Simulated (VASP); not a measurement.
# CuO (P-6m2) in VASP: a series of runs

The runs below take CuO through single point, with PBE.

All numbers are computed with VASP 6.6.1; they aren't measurements. Logs are shortened: lines on timing, memory, paths and dates and some standing lists are left out, and cuts for length are marked.

**1. The cell of the first run**

Symmetry: P-6m2, No. 187, hexagonal system. Conventional cell: a = 2.778 Å, b = 2.778 Å, c = 2.712 Å, α = 90.00°, β = 90.00°, γ = 120.00°. Within 2.8 Å of Cu (site symmetry -6m2) lie 6 O at 2.10 Å and 8 Cu at 2.71 to 2.78 Å. O (site symmetry -6m2) has 6 Cu at 2.10 Å and 8 O at 2.71 to 2.78 Å within 2.8 Å.

**2. Single point, PBE**

INCAR

```
  ALGO = Normal
  EDIFF = 1E-6
  ENCUT = 520
  GGA = PE
  ISIF = 2
  ISMEAR = -1
  LASPH = T
  LCHARG = F
  LREAL = F
  LWAVE = F
  NBANDS = 16
  NELM = 60
  PREC = Accurate
  SIGMA = 0.05
```

KPOINTS

```
k-points
0
Gamma
  11 11 10
```

POSCAR

```
CuO
1.0
    2.7784246776      0.0000000000      0.0000000000
   -1.3892123339      2.4061863546      0.0000000000
    0.0000000000      0.0000000000      2.7116048266
Cu O
1 1
Direct
    0.0000000000      0.0000000000      0.0000000000
    0.6666666667      0.3333333333      0.5000000000
```

Potentials or basis: VASP PAW PBE potentials, release 64 (Cu, O).

The run is started by

```console
cat potpaw_PBE.64/Cu/POTCAR potpaw_PBE.64/O/POTCAR > POTCAR
mpirun -np 1 vasp_std > vasp.out
```

OUTCAR:

```text
EDIFF = 1E-6
   ENCUT = 520
   GGA = PE
   ISIF = 2
   ISMEAR = -1
   LASPH = T
   LREAL = F
   NELM = 60
   PREC = Accurate

 ion  position               nearest neighbor table
   1  0.000  0.000  0.000-   2 2.10   2 2.10   2 2.10   2 2.10   2 2.10   2 2.10
   2  0.667  0.333  0.500-   1 2.10   1 2.10   1 2.10   1 2.10   1 2.10   1 2.10

  LATTYP: Found a hexagonal cell.
 ALAT       =     2.7784246776
 C/A-ratio  =     0.9759504544

  Lattice vectors:

 A1 = (   2.7784246776,   0.0000000000,   0.0000000000)
 A2 = (  -1.3892123339,   2.4061863546,   0.0000000000)
 A3 = (   0.0000000000,   0.0000000000,   2.7116048266)

Analysis of symmetry for initial positions (statically):
=====================================================================
 Subroutine PRICEL returns:
 Original cell was already a primitive cell.

 Routine SETGRP: Setting up the symmetry group for a
 hexagonal supercell.

 Subroutine GETGRP returns: Found 12 space group operations
 (whereof 12 operations were pure point group operations)
 out of a pool of 24 trial point group operations.

The static configuration has the point symmetry D_3h.

Analysis of symmetry for dynamics (positions and initial velocities):
=====================================================================
 Subroutine PRICEL returns:
 Original cell was already a primitive cell.

 Routine SETGRP: Setting up the symmetry group for a
 hexagonal supercell.

 Subroutine GETGRP returns: Found 12 space group operations
 (whereof 12 operations were pure point group operations)
 out of a pool of 24 trial point group operations.

The dynamic configuration has the point symmetry D_3h.

 Subroutine INISYM returns: Found 12 space group operations
 (whereof 12 operations are pure point group operations),
 and found     1 'primitive' translations

----------------------------------------------------------------------------------------

                                     Primitive cell

  volume of cell :      18.1282

  direct lattice vectors                    reciprocal lattice vectors
[... 75 lines left out ...]
   NGX,Y,Z   is equivalent  to a cutoff of  14.36, 14.36, 12.26 a.u.
   NGXF,Y,Z  is equivalent  to a cutoff of  28.72, 28.72, 24.52 a.u.
 SYSTEM =  unknown system
   PREC   = accura    normal or accurate (medium, high low for compatibility)
   ISTART =      0    job   : 0-new  1-cont  2-samecut
   ICHARG =      2    charge: 1-file 2-atom 10-const
   ISPIN  =      1    spin polarized calculation?
   LNONCOLLINEAR =      F non collinear calculations
   LSORBIT =      F    spin-orbit coupling
   LASPH  =      T    aspherical Exc in radial PAW
   ENCUT  =  520.0 eV  38.22 Ry    6.18 a.u.   5.17  5.17  5.04*2*pi/ulx,y,z
   NELM   =     60;   NELMIN=  2; NELMDL= -5     # of ELM steps
   EDIFF  = 0.1E-05   stopping-criterion for ELM
   LREAL  =      F    real-space projection
   EDIFFG = 0.1E-04   stopping-criterion for IOM
   NSW    =      0    number of steps for IOM
   IBRION =     -1    ionic relax: 0-MD 1-quasi-New 2-CG
   NFREE  =      0    steps in history (QN), initial steepest desc. (CG)
   ISIF   =      2    stress and relaxation
   ISYM   =      2    0-nonsym 1-usesym 2-fastsym
   POTIM  = 0.5000    time-step for ionic-motion
   TEBEG  =    0.0;   TEEND  =   0.0 temperature during run
   PSTRESS=    0.0 pullay stress
   NELECT =      17.0000    total number of electrons
   NUPDOWN=      -1.0000    fix difference up-down
   EMIN   =  10.00;   EMAX   =-10.00  energy-range for DOS
   EFERMI =   0.00;   METHOD = LEGACY
   ISMEAR =    -1;   SIGMA  =   0.05  broadening in eV -4-tet -1-fermi 0-gaus
   EFERMI_NEDOS =   21; number of points for ismear=-14 and -15
   IALGO  =     38    algorithm
   IMIX   =      4    mixing-type and parameters
     AMIX     =   0.40;   BMIX     =  1.00
     AMIX_MAG =   1.60;   BMIX_MAG =  1.00
  volume/ion in A,a.u.               =       9.06        61.17
  Fermi-wavevector in a.u.,A,eV,Ry     =   1.602408  3.028112 34.935825  2.567711
  Thomas-Fermi vector in A             =   2.699233
   LORBIT       =      0    0 simple, 1 ext, 2 COOP (PROOUT), +10 PAW based schemes
   GGA     = PE    functional components
   LHFCALC =     F    Hartree Fock is set to
   AEXX    =    0.0000 exact exchange contribution
   IVDW    =     0    specifies the selected vdW correction
   LEPSILON=     F    determine dielectric tensor
   LRPA    =     F    only Hartree local field effects (RPA)
 non-spin polarized calculation
  energy-cutoff  :      520.00
  volume of cell :       18.13
 maximum number of plane-waves:       496
 NGX is ok and might be reduce to    24
   NGX = 11   NGY = 11   NGZ = 11

 number of electron      16.9999986 magnetization

 Free energy of the ion-electron system (eV)
  ---------------------------------------------------
  ext. energy  EPLUGINS =         0.00000000
  ---------------------------------------------------
  free energy    TOTEN  =        -9.10852427 eV

  energy without entropy =       -9.08594024  energy(sigma->0) =       -9.09723225

 E-fermi :   6.5972     XC(G=0): -12.7116

 val. band max:        6.5970367393   @ k =   0.2727   0.1818   0.3000
 cond. band min:       6.5980404769   @ k =   0.3636   0.2727   0.2000
 fundamental gap:      0.0010037376
 Fermi energy:         6.5971741831

 k-point     1 :       0.0000    0.0000    0.0000
  band No.  band energies     occupation
      1     -13.1669      2.00000
      2       2.7145      2.00000
      3       2.7145      2.00000
      4       3.1051      2.00000
      5       3.7538      2.00000
      6       4.7380      2.00000
[... 433 lines left out ...]
      3       2.3456      2.00000
      4       2.9013      2.00000
      5       3.6237      2.00000
      6       4.5880      2.00000
[... 8 lines left out ...]
     15      30.6843      0.00000
     16      32.9173      0.00000

 [... further k-points ...]
[... 5 lines left out ...]
  --------------------------------------------------------------------------------------
  -------------------------------------------------------------------------------------
  Total        1.6410859      1.6410859      0.7226388      0.0000000      0.0000000      0.0000000
  in kB      145.0399388    145.0399389     63.8671584      0.0000003      0.0000000      0.0000000
  external PRESSURE =     117.9823453 kB  Pullay stress =       0.0000000 kB

 VOLUME and BASIS-vectors are now :
 -----------------------------------------------------------------------------
  energy-cutoff  :      520.00
  volume of cell :       18.13
      direct lattice vectors                 reciprocal lattice vectors
     2.778424678  0.000000000  0.000000000     0.359916181  0.207797703  0.000000000
    -1.389212334  2.406186355  0.000000000     0.000000000  0.415595408  0.000000000
     0.000000000  0.000000000  2.711604827     0.000000000  0.000000000  0.368785300

 POSITION                                       TOTAL-FORCE (eV/Angst)
 -----------------------------------------------------------------------------------
      0.00000      0.00000      0.00000         0.000000      0.000000      0.000000
      1.38921      0.80206      1.35580        -0.000000      0.000000      0.000000
 -----------------------------------------------------------------------------------
    total drift:                                0.000000     -0.000000      0.000000

  FREE ENERGIE OF THE ION-ELECTRON SYSTEM (eV)
  ---------------------------------------------------
  free  energy   TOTEN  =        -9.1085242678 eV

  energy  without entropy=       -9.0859402418  energy(sigma->0) =       -9.09723225
```

stdout:

```text
POSCAR found type information on POSCAR CuO
 POSCAR found :  2 types and       2 ions
 scaLAPACK will be used
 LDA part: xc-table for (Slater+PW92), standard interpolation
 POSCAR, INCAR and KPOINTS ok, starting setup
 FFT: planning ... GRIDC
 FFT: planning ... GRID_SOFT
 FFT: planning ... GRID
 WAVECAR not read
 entering main loop
```

Run time: 17 s. Hardware: 1 thread of AMD EPYC 9R45 (Zen 5), shared host; peak memory 0.12 GiB.

What came out:

```
Free energy : -9.1085 eV
Pressure    : 11.8 GPa
```

Caveat: an odd number of electrons without spin polarisation forces a metal; a magnetic or distorted state may lie lower; semilocal functionals often make such compounds metallic where correlation or magnetic order opens a gap, which also shifts bond lengths.

**3. Single point, PBE**

This run uses another cell than the first one, of 9.26 Å³/atom, 1.021 times its volume.

INCAR

```
SYSTEM = CuO
PREC     = Accurate       ! precision mode
ENCUT    = 520            ! plane-wave cutoff, eV
EDIFF    = 1E-7           ! SCF threshold, eV
ISMEAR   = -1             ! smearing method
SIGMA    = 0.05           ! smearing width, eV
LREAL    = .FALSE.        ! projectors in reciprocal space
LASPH    = .TRUE.         ! aspherical terms in the spheres
NELM     = 80             ! most SCF steps
ALGO     = Normal         ! electronic algorithm
ISIF     = 2              ! what is computed and relaxed
LWAVE    = .FALSE.        ! write WAVECAR
LCHARG   = .FALSE.        ! write CHGCAR
GGA      = PE             ! functional
NBANDS   = 16             ! bands
```

KPOINTS

```
Automatic mesh
0
G
  11 11 10
  0 0 0
```

POSCAR

```
CuO
1.0
    2.7979916932      0.0000000000      0.0000000000
   -1.3989958417      2.4231318872      0.0000000000
    0.0000000000      0.0000000000      2.7307012645
Cu O
1 1
Direct
    0.0000000000      0.0000000000      0.0000000000
    0.6666666667      0.3333333333      0.5000000000
```

Potentials or basis: VASP PAW PBE potentials, release 64 (Cu, O).

The run is started by

```console
cat potpaw_PBE.64/Cu/POTCAR potpaw_PBE.64/O/POTCAR > POTCAR
mpirun -np 1 vasp_std > vasp.out
```

It took 18 s on 1 thread of AMD EPYC 9R45 (Zen 5), shared host; peak memory 0.12 GiB.

Results (log left out):

```yaml
Free_energy: -9.1323 eV
Pressure: 7.4 GPa
```

Stress tensor (GPa, compression positive):
```
10.39  0.00  0.00
 0.00 10.39  0.00
 0.00  0.00  1.44
```

Levels at points of the mesh, in eV from the Fermi level:
| k point | band 7 | band 8 | band 9 | band 10 | band 11 | band 12 |
| --- | --- | --- | --- | --- | --- | --- |
| (0.00, 0.00, 0.00) | -1.82 | -0.14 | -0.14 | 1.28 | 15.34 | 16.98 |
| (0.00, 0.00, 0.50) | -1.58 | -0.20 | -0.20 | 7.40 | 7.88 | 21.61 |

Caveat: an odd number of electrons without spin polarisation forces a metal; a magnetic or distorted state may lie lower; semilocal functionals often make such compounds metallic where correlation or magnetic order opens a gap, which also shifts bond lengths.

(Continued in part 2 of 2.)
